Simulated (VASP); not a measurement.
# AlRu (l.f) (Pm-3m) in VASP: notebook

Runs on AlRu (l.f). Level: LDA. Tasks: single point, relaxation of cell and atoms.

Program: VASP 6.6.1. These are calculated values, not measurements. Logs are shortened: lines on timing, memory, paths and dates and some standing lists are left out, and cuts for length are marked.

### 1 The cell of the first run

It takes space group Pm-3m (No. 221, cubic). The conventional cell has a = 2.970 Å, b = 2.970 Å, c = 2.970 Å, α = 90.00°, β = 90.00°, γ = 90.00°. Within 3.4 Å of Ru (site symmetry m-3m) lie 8 Al at 2.57 Å and 6 Ru at 2.97 Å. Al (site symmetry m-3m) has 8 Ru at 2.57 Å and 6 Al at 2.97 Å within 3.4 Å.

### 2 Single point, LDA

INCAR reads:

```
SYSTEM = AlRu
  ALGO = Normal
  EDIFF = 1E-6
  ENCUT = 500
  GGA_COMPAT = .False.
  ISIF = 2
  ISMEAR = 0
  LASPH = .True.
  LCHARG = .False.
  LREAL = .False.
  LWAVE = .False.
  NBANDS = 16
  NELM = 120
  PREC = Accurate
  SIGMA = 0.1
```

KPOINTS reads:

```
k-points
0
Gamma
  6 6 6
  0 0 0
```

POSCAR reads:

```
AlRu
1.0
    2.9700000000      0.0000000000      0.0000000000
    0.0000000000      2.9700000000      0.0000000000
    0.0000000000      0.0000000000      2.9700000000
Ru Al
1 1
Direct
    0.0000000000      0.0000000000      0.0000000000
    0.5000000000      0.5000000000      0.5000000000
```

Potentials or basis: VASP PAW LDA potentials, release 64 (Ru_pv, Al).

On the command line:

```bash
$ cat potpaw_LDA.64/Ru_pv/POTCAR potpaw_LDA.64/Al/POTCAR > POTCAR
$ mpirun -np 1 vasp_std > vasp.out
```

OUTCAR:

```text
SYSTEM = AlRu
   EDIFF = 1E-6
   ENCUT = 500
   ISIF = 2
   ISMEAR = 0
   LASPH = .True.
   LREAL = .False.
   NELM = 120
   PREC = Accurate

 ion  position               nearest neighbor table
   1  0.000  0.000  0.000-   2 2.57   2 2.57   2 2.57   2 2.57   2 2.57   2 2.57   2 2.57   2 2.57

   2  0.500  0.500  0.500-   1 2.57   1 2.57   1 2.57   1 2.57   1 2.57   1 2.57   1 2.57   1 2.57

  LATTYP: Found a simple cubic cell.
 ALAT       =     2.9700000000

  Lattice vectors:

 A1 = (   2.9700000000,   0.0000000000,   0.0000000000)
 A2 = (   0.0000000000,   2.9700000000,   0.0000000000)
 A3 = (   0.0000000000,   0.0000000000,   2.9700000000)

Analysis of symmetry for initial positions (statically):
=====================================================================
 Subroutine PRICEL returns:
 Original cell was already a primitive cell.

 Routine SETGRP: Setting up the symmetry group for a
 simple cubic supercell.

 Subroutine GETGRP returns: Found 48 space group operations
 (whereof 48 operations were pure point group operations)
 out of a pool of 48 trial point group operations.

The static configuration has the point symmetry O_h .

Analysis of symmetry for dynamics (positions and initial velocities):
=====================================================================
 Subroutine PRICEL returns:
 Original cell was already a primitive cell.

 Routine SETGRP: Setting up the symmetry group for a
 simple cubic supercell.

 Subroutine GETGRP returns: Found 48 space group operations
 (whereof 48 operations were pure point group operations)
 out of a pool of 48 trial point group operations.

The dynamic configuration has the point symmetry O_h .

 Subroutine INISYM returns: Found 48 space group operations
 (whereof 48 operations are pure point group operations),
 and found     1 'primitive' translations

----------------------------------------------------------------------------------------

                                     Primitive cell

  volume of cell :      26.1981

  direct lattice vectors                    reciprocal lattice vectors
     2.970000000  0.000000000  0.000000000     0.336700337  0.000000000  0.000000000
     0.000000000  2.970000000  0.000000000     0.000000000  0.336700337  0.000000000
     0.000000000  0.000000000  2.970000000     0.000000000  0.000000000  0.336700337

  length of vectors
     2.970000000  2.970000000  2.970000000     0.336700337  0.336700337  0.336700337

  position of ions in fractional coordinates (direct lattice)
     0.000000000  0.000000000  0.000000000
     0.500000000  0.500000000  0.500000000

  ion indices of the primitive-cell ions
   primitive index   ion index
                 1           1
                 2           2

----------------------------------------------------------------------------------------

 KPOINTS: k-points

Automatic generation of k-mesh.
 Grid dimensions read from file:
 generate k-points for:    6    6    6

 Generating k-lattice:

  Cartesian coordinates                     Fractional coordinates (reciprocal lattice)
     0.056116723  0.000000000  0.000000000     0.166666667  0.000000000  0.000000000
     0.000000000  0.056116723  0.000000000     0.000000000  0.166666667  0.000000000
     0.000000000  0.000000000  0.056116723     0.000000000  0.000000000  0.166666667

  Length of vectors
     0.056116723  0.056116723  0.056116723

  Shift w.r.t. Gamma in fractional coordinates (k-lattice)
     0.000000000  0.000000000  0.000000000

 Subroutine IBZKPT returns following result:
 ===========================================

 Found     20 irreducible k-points:

 Following reciprocal coordinates:
            Coordinates               Weight
  0.000000  0.000000  0.000000      1.000000
  0.166667  0.000000  0.000000      6.000000
  0.333333  0.000000  0.000000      6.000000
  0.500000  0.000000  0.000000      3.000000
  0.166667  0.166667  0.000000     12.000000
  0.333333  0.166667  0.000000     24.000000
[... 12 lines left out ...]
  0.500000  0.500000  0.333333      6.000000
  0.500000  0.500000  0.500000      1.000000
   k-points           NKPTS =     20   k-points in BZ     NKDIM =     20   number of bands    NBANDS=     16
   number of dos      NEDOS =    301   number of ions     NIONS =      2
   total plane-waves  NPLWV =  13824
   dimension x,y,z NGX =    24 NGY =   24 NGZ =   24
   dimension x,y,z NGXF=    48 NGYF=   48 NGZF=   48
   ions per type =               1   1
   NGX,Y,Z   is equivalent  to a cutoff of  13.43, 13.43, 13.43 a.u.
   NGXF,Y,Z  is equivalent  to a cutoff of  26.87, 26.87, 26.87 a.u.
 SYSTEM =  AlRu
   PREC   = accura    normal or accurate (medium, high low for compatibility)
   ISTART =      0    job   : 0-new  1-cont  2-samecut
   ICHARG =      2    charge: 1-file 2-atom 10-const
   ISPIN  =      1    spin polarized calculation?
   LNONCOLLINEAR =      F non collinear calculations
   LSORBIT =      F    spin-orbit coupling
   LASPH  =      T    aspherical Exc in radial PAW
   ENCUT  =  500.0 eV  36.75 Ry    6.06 a.u.   5.41  5.41  5.41*2*pi/ulx,y,z
   NELM   =    120;   NELMIN=  2; NELMDL= -5     # of ELM steps
   EDIFF  = 0.1E-05   stopping-criterion for ELM
   LREAL  =      F    real-space projection
   EDIFFG = 0.1E-04   stopping-criterion for IOM
   NSW    =      0    number of steps for IOM
   IBRION =     -1    ionic relax: 0-MD 1-quasi-New 2-CG
   NFREE  =      0    steps in history (QN), initial steepest desc. (CG)
   ISIF   =      2    stress and relaxation
   ISYM   =      2    0-nonsym 1-usesym 2-fastsym
   POTIM  = 0.5000    time-step for ionic-motion
   TEBEG  =    0.0;   TEEND  =   0.0 temperature during run
   PSTRESS=    0.0 pullay stress
   NELECT =      17.0000    total number of electrons
   NUPDOWN=      -1.0000    fix difference up-down
   EMIN   =  10.00;   EMAX   =-10.00  energy-range for DOS
   EFERMI =   0.00;   METHOD = LEGACY
   ISMEAR =     0;   SIGMA  =   0.10  broadening in eV -4-tet -1-fermi 0-gaus
   EFERMI_NEDOS =   21; number of points for ismear=-14 and -15
   IALGO  =     38    algorithm
   IMIX   =      4    mixing-type and parameters
     AMIX     =   0.40;   BMIX     =  1.00
     AMIX_MAG =   1.60;   BMIX_MAG =  1.00
  volume/ion in A,a.u.               =      13.10        88.40
  Fermi-wavevector in a.u.,A,eV,Ry     =   1.417320  2.678347 27.331342  2.008797
  Thomas-Fermi vector in A             =   2.538563
   LORBIT       =      0    0 simple, 1 ext, 2 COOP (PROOUT), +10 PAW based schemes
   GGA     = CA    functional components
   LHFCALC =     F    Hartree Fock is set to
   AEXX    =    0.0000 exact exchange contribution
   IVDW    =     0    specifies the selected vdW correction
   LEPSILON=     F    determine dielectric tensor
   LRPA    =     F    only Hartree local field effects (RPA)
 non-spin polarized calculation
 Gauss-broadening in eV      SIGMA  =   0.10
  energy-cutoff  :      500.00
  volume of cell :       26.20
 maximum number of plane-waves:       691
 NGX is ok and might be reduce to    24
   NGX = 11   NGY = 11   NGZ = 11

 number of electron      16.9999996 magnetization

 Free energy of the ion-electron system (eV)
  ---------------------------------------------------
  ext. energy  EPLUGINS =         0.00000000
  ---------------------------------------------------
  free energy    TOTEN  =       -16.18549006 eV

  energy without entropy =      -16.17319159  energy(sigma->0) =      -16.17934082

 E-fermi :  10.6871     XC(G=0): -12.9068

 val. band max:       10.6217115899   @ k =   0.1667   0.1667   0.0000
 cond. band min:      10.6888275075   @ k =   0.3333   0.1667   0.0000
 fundamental gap:      0.0671159176
 Fermi energy:        10.6871319911

 k-point     1 :       0.0000    0.0000    0.0000
  band No.  band energies     occupation
      1     -30.7658      2.00000
      2     -30.7658      2.00000
      3     -30.7658      2.00000
      4       1.0362      2.00000
      5       7.1233      2.00000
      6       7.1233      2.00000
[... 8 lines left out ...]
     15      22.4489      0.00000
     16      26.1464      0.00000

 k-point     2 :       0.1667    0.0000    0.0000
  band No.  band energies     occupation
      1     -30.8242      2.00000
      2     -30.7608      2.00000
      3     -30.7608      2.00000
      4       1.5713      2.00000
      5       7.2708      2.00000
      6       7.3060      2.00000
[... 8 lines left out ...]
     15      23.2639      0.00000
     16      27.8950      0.00000

 k-point     3 :       0.3333    0.0000    0.0000
  band No.  band energies     occupation
      1     -30.9397      2.00000
      2     -30.7510      2.00000
      3     -30.7510      2.00000
      4       3.0425      2.00000
      5       6.8909      2.00000
      6       7.7124      2.00000
[... 8 lines left out ...]
     15      24.0923      0.00000
     16      25.9233      0.00000

 k-point     4 :       0.5000    0.0000    0.0000
  band No.  band energies     occupation
      1     -30.9967      2.00000
      2     -30.7460      2.00000
      3     -30.7460      2.00000
      4       4.8803      2.00000
      5       5.3184      2.00000
      6       7.9419      2.00000
[... 8 lines left out ...]
     15      23.7325      0.00000
     16      23.7325      0.00000
[... 248 lines left out ...]
 k-point    18 :       0.5000    0.3333    0.3333
  band No.  band energies     occupation
      1     -30.9546      2.00000
      2     -30.8955      2.00000
      3     -30.8930      2.00000
      4       5.5368      2.00000
      5       6.6575      2.00000
      6       6.7763      2.00000
[... 8 lines left out ...]
     15      22.1762      0.00000
     16      22.4501      0.00000

 k-point    19 :       0.5000    0.5000    0.3333
  band No.  band energies     occupation
      1     -30.9479      2.00000
      2     -30.9479      2.00000
      3     -30.8882      2.00000
      4       5.6315      2.00000
      5       6.4987      2.00000
      6       6.4987      2.00000
[... 8 lines left out ...]
     15      20.9813      0.00000
     16      22.4478      0.00000

 k-point    20 :       0.5000    0.5000    0.5000
  band No.  band energies     occupation
      1     -30.9416      2.00000
      2     -30.9416      2.00000
      3     -30.9416      2.00000
      4       6.0677      2.00000
      5       6.0677      2.00000
      6       6.0677      2.00000
[... 8 lines left out ...]
     15      19.5850      0.00000
     16      22.4343      0.00000

------------------------ aborting loop because EDIFF is reached ----------------------------------------

  FORCE on cell =-STRESS in cart. coord.  units (eV):
  Direction    XX          YY          ZZ          XY          YZ          ZX
  --------------------------------------------------------------------------------------
  -------------------------------------------------------------------------------------
  Total       -0.5201313     -0.5201313     -0.5201313      0.0000000     -0.0000000      0.0000000
  in kB      -31.8093097    -31.8093097    -31.8093097      0.0000000     -0.0000000      0.0000000
  external PRESSURE =     -31.8093097 kB  Pullay stress =       0.0000000 kB

 VOLUME and BASIS-vectors are now :
 -----------------------------------------------------------------------------
  energy-cutoff  :      500.00
  volume of cell :       26.20
      direct lattice vectors                 reciprocal lattice vectors
     2.970000000  0.000000000  0.000000000     0.336700337  0.000000000  0.000000000
     0.000000000  2.970000000  0.000000000     0.000000000  0.336700337  0.000000000
     0.000000000  0.000000000  2.970000000     0.000000000  0.000000000  0.336700337

 POSITION                                       TOTAL-FORCE (eV/Angst)
 -----------------------------------------------------------------------------------
      0.00000      0.00000      0.00000         0.000000      0.000000      0.000000
      1.48500      1.48500      1.48500         0.000000      0.000000      0.000000
 -----------------------------------------------------------------------------------
    total drift:                                0.000000      0.000000      0.000000

  FREE ENERGIE OF THE ION-ELECTRON SYSTEM (eV)
  ---------------------------------------------------
  free  energy   TOTEN  =       -16.1854900571 eV

  energy  without entropy=      -16.1731915865  energy(sigma->0) =      -16.17934082
```

It took 3.2 s on 1 thread of Intel Xeon Platinum 8488C (Sapphire Rapids), shared host; peak memory 0.13 GiB.

What came out:

| Item | Value |
| --- | --- |
| Free energy | -16.1855 eV |
| Pressure | -3.2 GPa |

Levels at points of the mesh, in eV from the Fermi level:
| k point | band 6 | band 7 | band 8 | band 9 | band 10 | band 11 |
| --- | --- | --- | --- | --- | --- | --- |
| (0.00, 0.00, 0.00) | -3.56 | 0.31 | 0.31 | 0.31 | 6.26 | 6.26 |
| (0.50, 0.00, 0.00) | -2.75 | -1.53 | -1.53 | 0.58 | 2.49 | 7.62 |
| (0.50, 0.50, 0.00) | -1.22 | -1.22 | -1.08 | -1.08 | 1.71 | 5.55 |
| (0.50, 0.50, 0.50) | -4.62 | 1.81 | 1.81 | 2.74 | 4.33 | 4.33 |

### 3 Single point, LDA

This run uses another cell than the first one, of 12.89 Å³/atom, 0.984 times its volume.

INCAR reads:

```
SYSTEM = AlRu
PREC = Accurate ; ENCUT = 500
EDIFF = 1E-6 ; ISMEAR = 0
SIGMA = 0.1 ; LREAL = .False.
LASPH = .True. ; NELM = 120
ALGO = Normal ; ISIF = 2
LWAVE = .False. ; LCHARG = .False.
NBANDS = 16 ; GGA_COMPAT = .False.
```

KPOINTS reads:

```
Automatic mesh
0
Gamma
  14 14 14
  0 0 0
```

POSCAR reads:

```
AlRu
1.0
    2.9538694693      0.0000000000      0.0000000000
    0.0000000000      2.9538694693      0.0000000000
    0.0000000000      0.0000000000      2.9538694693
Ru Al
1 1
Direct
    0.0000000000      0.0000000000      0.0000000000
    0.5000000000      0.5000000000      0.5000000000
```

Potentials or basis: VASP PAW LDA potentials, release 64 (Ru_pv, Al).

On the command line:

```bash
$ cat potpaw_LDA.64/Ru_pv/POTCAR potpaw_LDA.64/Al/POTCAR > POTCAR
$ mpirun -np 1 vasp_std > vasp.out
```

Run time: 13 s. Hardware: 1 thread of Intel Xeon Platinum 8488C (Sapphire Rapids), shared host; peak memory 0.16 GiB.

The run converged. Its results:

```yaml
Free_energy: -16.1812 eV
Pressure: 0.6 GPa
```

Levels at points of the mesh, in eV from the Fermi level:
```
           k point  band 5  band 6  band 7  band 8  band 9  band 10  band 11  band 12  band 13  band 14
(0.00, 0.00, 0.00)   -3.80   -3.80    0.20    0.20    0.20     6.21     6.21     6.21    11.26    11.26
(0.50, 0.00, 0.00)   -5.53   -2.96   -1.69   -1.69    0.48     2.41     7.47    11.18    11.18    11.68
(0.50, 0.50, 0.00)   -3.25   -1.36   -1.36   -1.24   -1.24     1.61     5.52     6.62    10.77    11.68
(0.50, 0.50, 0.50)   -4.84   -4.84    1.71    1.71    2.72     4.23     4.23     4.23     8.94     8.94
```

### 4 Relaxation of cell and atoms, LDA

INCAR reads:

```
SYSTEM = AlRu
PREC = Accurate
ENCUT = 500
EDIFF = 1E-7
ISMEAR = 0
SIGMA = 0.1
LREAL = .FALSE.
LASPH = .TRUE.
NELM = 120
ALGO = Normal
ISIF = 3
LWAVE = .FALSE.
LCHARG = .FALSE.
IBRION = 2
NSW = 100
EDIFFG = -0.002
GGA_COMPAT = .FALSE.
NELMIN = 4
```

KPOINTS reads:

```
regular mesh
0
G
  14 14 14
  0 0 0
```

POSCAR reads:

```
AlRu
1.0
    2.9700000000      0.0000000000      0.0000000000
    0.0000000000      2.9700000000      0.0000000000
    0.0000000000      0.0000000000      2.9700000000
Ru Al
1 1
Direct
    0.0000000000      0.0000000000      0.0000000000
    0.5000000000      0.5000000000      0.5000000000
```

On the command line:

```bash
$ cat potpaw_LDA.64/Ru_pv/POTCAR potpaw_LDA.64/Al/POTCAR > POTCAR
$ mpirun -np 1 vasp_std > vasp.out
```

Run time: 27 s. Hardware: 1 thread of Intel Xeon Platinum 8488C (Sapphire Rapids), shared host; peak memory 0.16 GiB.

Results (log left out):

```yaml
Free_energy: -16.1815 eV
Relaxed_volume: 12.92 Å³/atom
Relaxed_cell: a = 2.957 Å, b = 2.957 Å, c = 2.957 Å, α = 90.00°, β = 90.00°, γ = 90.00°
Space_group_after_relaxing_to_0.05_Å: Pm-3m (No. 221)
Energy_gained_by_relaxing: 1.7 meV/atom
Ionic_steps: 3
Pressure_after_relaxing: 0.0 GPa
```

Step by step:
```
step  energy change (eV)  largest force (eV/Å)  pressure (GPa)  volume (Å³)
   1              0.0000                0.0000           -3.08        26.20
   2              0.0065                0.0000            5.60        25.25
   3             -0.0035                0.0000           -0.01        25.84
```

Final structure:
```
Ru Al
1.0
     2.95652    0.00000    0.00000
     0.00000    2.95652    0.00000
     0.00000    0.00000    2.95652
Ru Al
1 1
Cartesian
  0.0000 0.0000 0.0000
  1.4783 1.4783 1.4783
```

Levels at points of the mesh, in eV from the Fermi level:
| k point | band 6 | band 7 | band 8 | band 9 | band 10 | band 11 | band 12 |
| --- | --- | --- | --- | --- | --- | --- | --- |
| (0.00, 0.00, 0.00) | -3.79 | 0.20 | 0.20 | 0.20 | 6.20 | 6.20 | 6.20 |
| (0.50, 0.00, 0.00) | -2.95 | -1.68 | -1.68 | 0.47 | 2.40 | 7.48 | 11.17 |
| (0.50, 0.50, 0.00) | -1.36 | -1.36 | -1.23 | -1.23 | 1.61 | 5.51 | 6.60 |
| (0.50, 0.50, 0.50) | -4.82 | 1.71 | 1.71 | 2.70 | 4.22 | 4.22 | 4.22 |

### 5 The runs side by side

```tsv
task	cell	k mesh	gap on the mesh (eV)	pressure (GPa)
single point	a = 2.970 Å, 2 atoms	6 × 6 × 6	none	-3.2
single point	a = 2.954 Å, 2 atoms	14 × 14 × 14	none	0.6
relaxation of cell and atoms	relaxed from a = 2.970 Å, 2 atoms	14 × 14 × 14	none	0.0
```

Alike in all rows: level LDA; potentials or basis VASP PAW LDA potentials, release 64 (Ru_pv, Al); no spin polarisation; cutoff (eV) 500; smearing gaussian 0.1 eV.

Total energies depend on the potentials used, so only differences within one code and one set of settings carry meaning.
